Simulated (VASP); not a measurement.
# Cu3Pd: single point with LDA

Crystal: Cu3Pd.

```xyz
4
Lattice="3.6970 0.0000 0.0000 0.0000 3.6970 0.0000 0.0000 0.0000 3.6590" Properties=species:S:1:pos:R:3 pbc="T T T"
Cu    0.0000    1.8485    1.8295
Cu    1.8485    0.0000    1.8295
Cu    1.8485    1.8485    0.0000
Pd    0.0000    0.0000    0.0000
```

- Program: VASP 6.6.1
- Task: single point
- Functional: LDA
- Potentials or basis: VASP PAW LDA potentials, release 64 (Cu, Pd)
- Cutoff: 520 eV
- k mesh: 6 × 6 × 6
- Occupations: methfessel-paxton, width 0.2 eV
- Spin: no spin polarisation
- Dipole correction: no
- Further INCAR settings: ALGO = Normal; EDIFF = 1e-06; NBANDS = 30

- Pressure: -9.6 GPa

Stress tensor (GPa, compression positive):
```
-9.76  0.00  0.00
 0.00 -9.76  0.00
 0.00  0.00 -9.13
```

Levels at points of the mesh, in eV from the Fermi level:
| k point | band 19 | band 20 | band 21 | band 22 | band 23 | band 24 | band 25 | band 26 |
| --- | --- | --- | --- | --- | --- | --- | --- | --- |
| (0.00, 0.00, 0.00) | -0.42 | -0.37 | -0.37 | 2.05 | 2.05 | 2.26 | 8.27 | 8.29 |
| (0.50, 0.00, 0.00) | -1.48 | -1.20 | -1.16 | -0.40 | 6.93 | 7.13 | 7.13 | 7.31 |
| (0.50, 0.50, 0.00) | -1.61 | -1.61 | 0.01 | 0.01 | 1.09 | 1.25 | 9.46 | 10.81 |
| (0.00, 0.00, 0.50) | -1.45 | -1.22 | -1.20 | -0.45 | 7.01 | 7.01 | 7.24 | 7.24 |
| (0.50, 0.00, 0.50) | -1.58 | -1.57 | 0.05 | 0.06 | 1.17 | 1.30 | 9.32 | 10.62 |
| (0.50, 0.50, 0.50) | -0.75 | -0.75 | -0.71 | -0.09 | -0.09 | -0.08 | 4.90 | 4.95 |

It took 49 s on 1 thread of Intel(R) Xeon(R) Platinum 8375C CPU @ 2.90GHz (Ice Lake), on a shared host, peak memory 0.17 GiB.
